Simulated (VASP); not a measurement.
# MgO (Periclase) (Fm-3m) in VASP: a series of runs

Runs on MgO (Periclase). Level: PBE+D3(BJ). Tasks: single point, relaxation of cell and atoms.

Program: VASP 6.6.1. These are calculated values, not measurements. Logs are shortened: lines on timing, memory, paths and dates and some standing lists are left out, and cuts for length are marked.

**Measured values to compare with.**

From “Electronic structure of alkaline earth and post-transition metal oxides”, 2009, arxiv:0908.1581, for a bulk crystal of MgO: band gap 7.83 eV.

How close the calculation comes is told below.

### Step 1. The cell of the first run

The structure is cubic, space group Fm-3m (No. 225). The conventional cell has a = 4.217 Å, b = 4.217 Å, c = 4.217 Å, α = 90.00°, β = 90.00°, γ = 90.00°. Mg (site symmetry m-3m) has 6 O at 2.11 Å within 2.8 Å. O (site symmetry m-3m) has 6 Mg at 2.11 Å within 2.8 Å.

### Step 2. Single point, PBE+D3(BJ)

Contents of INCAR:

```
SYSTEM = MgO
PREC = Accurate
ENCUT = 520
EDIFF = 1E-7
ISMEAR = 0
SIGMA = 0.1
LREAL = .FALSE.
LASPH = .TRUE.
NELM = 100
ALGO = Normal
ISIF = 2
LWAVE = .FALSE.
LCHARG = .FALSE.
GGA = PE
IVDW = 12
NBANDS = 11
```

Contents of KPOINTS:

```
Automatic mesh
0
G
  8 8 8
  0 0 0
```

Contents of POSCAR:

```
MgO
1.0
    0.0000000000      2.1085000000      2.1085000000
    2.1085000000      0.0000000000      2.1085000000
    2.1085000000      2.1085000000      0.0000000000
Mg O
1 1
Direct
    0.0000000000      0.0000000000      0.0000000000
    0.5000000000      0.5000000000      0.5000000000
```

Potentials or basis: VASP PAW PBE potentials, release 64 (Mg, O).

On the command line:

```
> cat potpaw_PBE.64/Mg/POTCAR potpaw_PBE.64/O/POTCAR > POTCAR
> mpirun -np 1 vasp_std > vasp.out
```

OUTCAR:

```text
SYSTEM = MgO
   PREC = Accurate
   ENCUT = 520
   EDIFF = 1E-7
   ISMEAR = 0
   LREAL = .FALSE.
   LASPH = .TRUE.
   NELM = 100
   ISIF = 2
   GGA = PE
   IVDW = 12
 IVDW          = 12

 ion  position               nearest neighbor table
   1  0.000  0.000  0.000-   2 2.11   2 2.11   2 2.11   2 2.11   2 2.11   2 2.11
   2  0.500  0.500  0.500-   1 2.11   1 2.11   1 2.11   1 2.11   1 2.11   1 2.11

  LATTYP: Found a face centered cubic cell.
 ALAT       =     4.2170000000

  Lattice vectors:

 A1 = (   0.0000000000,   2.1085000000,   2.1085000000)
 A2 = (   2.1085000000,   0.0000000000,   2.1085000000)
 A3 = (   2.1085000000,   2.1085000000,   0.0000000000)

Analysis of symmetry for initial positions (statically):
=====================================================================
 Subroutine PRICEL returns:
 Original cell was already a primitive cell.

 Routine SETGRP: Setting up the symmetry group for a
 face centered cubic supercell.

 Subroutine GETGRP returns: Found 48 space group operations
 (whereof 48 operations were pure point group operations)
 out of a pool of 48 trial point group operations.

The static configuration has the point symmetry O_h .

Analysis of symmetry for dynamics (positions and initial velocities):
=====================================================================
 Subroutine PRICEL returns:
 Original cell was already a primitive cell.

 Routine SETGRP: Setting up the symmetry group for a
 face centered cubic supercell.

 Subroutine GETGRP returns: Found 48 space group operations
 (whereof 48 operations were pure point group operations)
 out of a pool of 48 trial point group operations.

The dynamic configuration has the point symmetry O_h .

 Subroutine INISYM returns: Found 48 space group operations
 (whereof 48 operations are pure point group operations),
 and found     1 'primitive' translations

----------------------------------------------------------------------------------------

                                     Primitive cell

  volume of cell :      18.7478

  direct lattice vectors                    reciprocal lattice vectors
     0.000000000  2.108500000  2.108500000    -0.237135404  0.237135404  0.237135404
     2.108500000  0.000000000  2.108500000     0.237135404 -0.237135404  0.237135404
     2.108500000  2.108500000  0.000000000     0.237135404  0.237135404 -0.237135404

  length of vectors
     2.981869296  2.981869296  2.981869296     0.410730569  0.410730569  0.410730569

  position of ions in fractional coordinates (direct lattice)
     0.000000000  0.000000000  0.000000000
     0.500000000  0.500000000  0.500000000

  ion indices of the primitive-cell ions
   primitive index   ion index
                 1           1
                 2           2

----------------------------------------------------------------------------------------

 KPOINTS: Automatic mesh

Automatic generation of k-mesh.
 Grid dimensions read from file:
 generate k-points for:    8    8    8

 Generating k-lattice:

  Cartesian coordinates                     Fractional coordinates (reciprocal lattice)
    -0.029641926  0.029641926  0.029641926     0.125000000  0.000000000  0.000000000
     0.029641926 -0.029641926  0.029641926     0.000000000  0.125000000  0.000000000
     0.029641926  0.029641926 -0.029641926     0.000000000  0.000000000  0.125000000

  Length of vectors
     0.051341321  0.051341321  0.051341321

  Shift w.r.t. Gamma in fractional coordinates (k-lattice)
     0.000000000  0.000000000  0.000000000

 Subroutine IBZKPT returns following result:
 ===========================================

 Found     29 irreducible k-points:

 Following reciprocal coordinates:
            Coordinates               Weight
  0.000000  0.000000  0.000000      1.000000
  0.125000  0.000000  0.000000      8.000000
  0.250000  0.000000  0.000000      8.000000
  0.375000  0.000000  0.000000      8.000000
  0.500000  0.000000  0.000000      4.000000
  0.125000  0.125000  0.000000      6.000000
[... 16 lines left out ...]
  0.500000  0.250000  0.125000     48.000000
 -0.375000  0.250000  0.125000     24.000000
 [... further k-points ...]
   k-points           NKPTS =     29   k-points in BZ     NKDIM =     29   number of bands    NBANDS=     11
   number of dos      NEDOS =    301   number of ions     NIONS =      2
   total plane-waves  NPLWV =  13824
   dimension x,y,z NGX =    24 NGY =   24 NGZ =   24
   dimension x,y,z NGXF=    48 NGYF=   48 NGZF=   48
   ions per type =               1   1
   NGX,Y,Z   is equivalent  to a cutoff of  13.38, 13.38, 13.38 a.u.
   NGXF,Y,Z  is equivalent  to a cutoff of  26.76, 26.76, 26.76 a.u.
 SYSTEM =  MgO
   PREC   = accura    normal or accurate (medium, high low for compatibility)
   ISTART =      0    job   : 0-new  1-cont  2-samecut
   ICHARG =      2    charge: 1-file 2-atom 10-const
   ISPIN  =      1    spin polarized calculation?
   LNONCOLLINEAR =      F non collinear calculations
   LSORBIT =      F    spin-orbit coupling
   LASPH  =      T    aspherical Exc in radial PAW
   ENCUT  =  520.0 eV  38.22 Ry    6.18 a.u.   5.54  5.54  5.54*2*pi/ulx,y,z
   NELM   =    100;   NELMIN=  2; NELMDL= -5     # of ELM steps
   EDIFF  = 0.1E-06   stopping-criterion for ELM
   LREAL  =      F    real-space projection
   EDIFFG = 0.1E-05   stopping-criterion for IOM
   NSW    =      0    number of steps for IOM
   IBRION =     -1    ionic relax: 0-MD 1-quasi-New 2-CG
   NFREE  =      0    steps in history (QN), initial steepest desc. (CG)
   ISIF   =      2    stress and relaxation
   ISYM   =      2    0-nonsym 1-usesym 2-fastsym
   POTIM  = 0.5000    time-step for ionic-motion
   TEBEG  =    0.0;   TEEND  =   0.0 temperature during run
   PSTRESS=    0.0 pullay stress
   NELECT =       8.0000    total number of electrons
   NUPDOWN=      -1.0000    fix difference up-down
   EMIN   =  10.00;   EMAX   =-10.00  energy-range for DOS
   EFERMI =   0.00;   METHOD = LEGACY
   ISMEAR =     0;   SIGMA  =   0.10  broadening in eV -4-tet -1-fermi 0-gaus
   EFERMI_NEDOS =   21; number of points for ismear=-14 and -15
   IALGO  =     38    algorithm
   IMIX   =      4    mixing-type and parameters
     AMIX     =   0.40;   BMIX     =  1.00
     AMIX_MAG =   1.60;   BMIX_MAG =  1.00
  volume/ion in A,a.u.               =       9.37        63.26
  Fermi-wavevector in a.u.,A,eV,Ry     =   1.232503  2.329092 20.668107  1.519063
  Thomas-Fermi vector in A             =   2.367270
   LORBIT       =      0    0 simple, 1 ext, 2 COOP (PROOUT), +10 PAW based schemes
   GGA     = PE    functional components
   LHFCALC =     F    Hartree Fock is set to
   AEXX    =    0.0000 exact exchange contribution
   IVDW    =    12    specifies the selected vdW correction
   LEPSILON=     F    determine dielectric tensor
   LRPA    =     F    only Hartree local field effects (RPA)
 non-spin polarized calculation
 Gauss-broadening in eV      SIGMA  =   0.10
  energy-cutoff  :      520.00
  volume of cell :       18.75
 maximum number of plane-waves:       531
 NGX is ok and might be reduce to    24
   NGX = 11   NGY = 11   NGZ = 11

 number of electron       8.0000005 magnetization

 Free energy of the ion-electron system (eV)
  ---------------------------------------------------
  ext. energy  EPLUGINS =         0.00000000
  ---------------------------------------------------
  free energy    TOTEN  =       -11.90710888 eV

  energy without entropy =      -11.90710888  energy(sigma->0) =      -11.90710888

 E-fermi :   3.6529     XC(G=0): -11.0620

 val. band max:        3.1605649289   @ k =   0.0000   0.0000   0.0000
 cond. band min:       7.8529273070   @ k =   0.0000   0.0000   0.0000
 fundamental gap:      4.6923623781
 Fermi energy:         3.6528700523

 k-point     1 :       0.0000    0.0000    0.0000
  band No.  band energies     occupation
      1     -14.0849      2.00000
      2       3.1606      2.00000
      3       3.1606      2.00000
      4       3.1606      2.00000
      5       7.8529      0.00000
      6      18.9405      0.00000
      7      18.9405      0.00000
      8      18.9405      0.00000
      9      22.8479      0.00000
     10      24.6182      0.00000
     11      24.6182      0.00000

 k-point     2 :       0.1250    0.0000    0.0000
  band No.  band energies     occupation
      1     -13.9226      2.00000
      2       2.2076      2.00000
      3       3.0581      2.00000
      4       3.0581      2.00000
      5       8.7678      0.00000
      6      17.2626      0.00000
      7      19.2972      0.00000
      8      19.2972      0.00000
      9      23.6449      0.00000
     10      23.6449      0.00000
     11      24.9971      0.00000

 k-point     3 :       0.2500    0.0000    0.0000
  band No.  band energies     occupation
      1     -13.5011      2.00000
      2       0.5085      2.00000
      3       2.8221      2.00000
      4       2.8221      2.00000
      5      10.2165      0.00000
      6      15.7137      0.00000
      7      19.7843      0.00000
      8      19.7843      0.00000
      9      23.2556      0.00000
     10      23.2556      0.00000
     11      25.0945      0.00000

 k-point     4 :       0.3750    0.0000    0.0000
  band No.  band energies     occupation
      1     -13.0263      2.00000
      2      -0.8933      2.00000
      3       2.5999      2.00000
      4       2.5999      2.00000
      5      10.9365      0.00000
      6      15.5056      0.00000
      7      19.6049      0.00000
      8      19.6049      0.00000
      9      24.3079      0.00000
     10      24.5685      0.00000
     11      24.5685      0.00000

 k-point     5 :       0.5000    0.0000    0.0000
  band No.  band energies     occupation
      1     -12.8095      2.00000
      2      -1.4403      2.00000
      3       2.5115      2.00000
      4       2.5115      2.00000
      5      11.0351      0.00000
      6      15.7276      0.00000
      7      19.4349      0.00000
      8      19.4349      0.00000
      9      23.9990      0.00000
     10      25.6190      0.00000
     11      25.6190      0.00000
[... 211 lines left out ...]
 k-point    21 :       0.5000    0.5000    0.0000
  band No.  band energies     occupation
      1     -12.5523      2.00000
      2      -0.9087      2.00000
      3       1.8173      2.00000
      4       1.8173      2.00000
      5      12.2764      0.00000
      6      13.0918      0.00000
      7      16.2232      0.00000
      8      22.0807      0.00000
      9      22.0807      0.00000
     10      28.4005      0.00000
     11      29.9576      0.00000

 k-point    22 :       0.3750    0.2500    0.1250
  band No.  band energies     occupation
      1     -13.1994      2.00000
      2       0.1535      2.00000
      3       2.0140      2.00000
      4       2.5491      2.00000
      5      11.6182      0.00000
      6      14.6337      0.00000
      7      18.2016      0.00000
      8      20.6657      0.00000
      9      21.2400      0.00000
     10      25.5594      0.00000
     11      28.9271      0.00000

 k-point    23 :       0.5000    0.2500    0.1250
  band No.  band energies     occupation
      1     -12.8257      2.00000
      2      -0.5334      2.00000
      3       1.4411      2.00000
      4       2.2979      2.00000
      5      12.6259      0.00000
      6      14.7903      0.00000
      7      17.0421      0.00000
      8      20.2619      0.00000
      9      22.8072      0.00000
     10      25.5229      0.00000
     11      29.1254      0.00000

 k-point    24 :      -0.3750    0.2500    0.1250
  band No.  band energies     occupation
      1     -12.6596      2.00000
      2      -0.8253      2.00000
      3       1.2344      2.00000
      4       2.1790      2.00000
      5      12.8080      0.00000
      6      15.3264      0.00000
      7      16.6136      0.00000
      8      20.0157      0.00000
      9      23.6454      0.00000
     10      25.1924      0.00000
     11      29.2651      0.00000

 [... further k-points ...]

------------------------ aborting loop because EDIFF is reached ----------------------------------------

 Edisp (eV)   -0.58410

 E8    (eV) :    -0.2287

  FORCE on cell =-STRESS in cart. coord.  units (eV):
  Direction    XX          YY          ZZ          XY          YZ          ZX
  --------------------------------------------------------------------------------------
  -------------------------------------------------------------------------------------
  Total      -0.20649    -0.20649    -0.20649     0.00000    -0.00000     0.00000
  in kB     -17.64652   -17.64652   -17.64652     0.00000    -0.00000     0.00000
  external pressure =      -17.65 kB  Pullay stress =        0.00 kB

 VOLUME and BASIS-vectors are now :
 -----------------------------------------------------------------------------
  energy-cutoff  :      520.00
  volume of cell :       18.75
      direct lattice vectors                 reciprocal lattice vectors
     0.000000000  2.108500000  2.108500000    -0.237135404  0.237135404  0.237135404
     2.108500000  0.000000000  2.108500000     0.237135404 -0.237135404  0.237135404
     2.108500000  2.108500000  0.000000000     0.237135404  0.237135404 -0.237135404

 POSITION                                       TOTAL-FORCE (eV/Angst)
 -----------------------------------------------------------------------------------
      0.00000      0.00000      0.00000         0.000000      0.000000      0.000000
      2.10850      2.10850      2.10850        -0.000000     -0.000000      0.000000
 -----------------------------------------------------------------------------------
    total drift:                               -0.000000     -0.000000      0.000000

  FREE ENERGIE OF THE ION-ELECTRON SYSTEM (eV)
  ---------------------------------------------------
  free  energy   TOTEN  =       -12.4912054937 eV

  energy  without entropy=      -12.4912054937  energy(sigma->0) =      -12.49120549
```

Wall time 6 s (1 thread of AMD EPYC 7R43 (Zen 3), shared host); peak memory 0.12 GiB.

What came out:

| Item | Value |
| --- | --- |
| Free energy | -12.4912 eV |
| Pressure | -1.8 GPa |
| Band gap on the k mesh | 4.69 eV, direct |
| Dispersion energy per atom | -0.292 eV |

Levels at points of the mesh, in eV from the valence-band top:
```tsv
k point	band 1	band 2	band 3	band 4	band 5	band 6	band 7	band 8
(0.00, 0.00, 0.00)	-17.25	0.00	0.00	0.00	4.69	15.78	15.78	15.78
(0.50, 0.00, 0.00)	-15.97	-4.60	-0.65	-0.65	7.87	12.57	16.27	16.27
(0.50, 0.50, 0.00)	-15.71	-4.07	-1.34	-1.34	9.12	9.93	13.06	18.92
```

(Continued in part 2 of 2.)
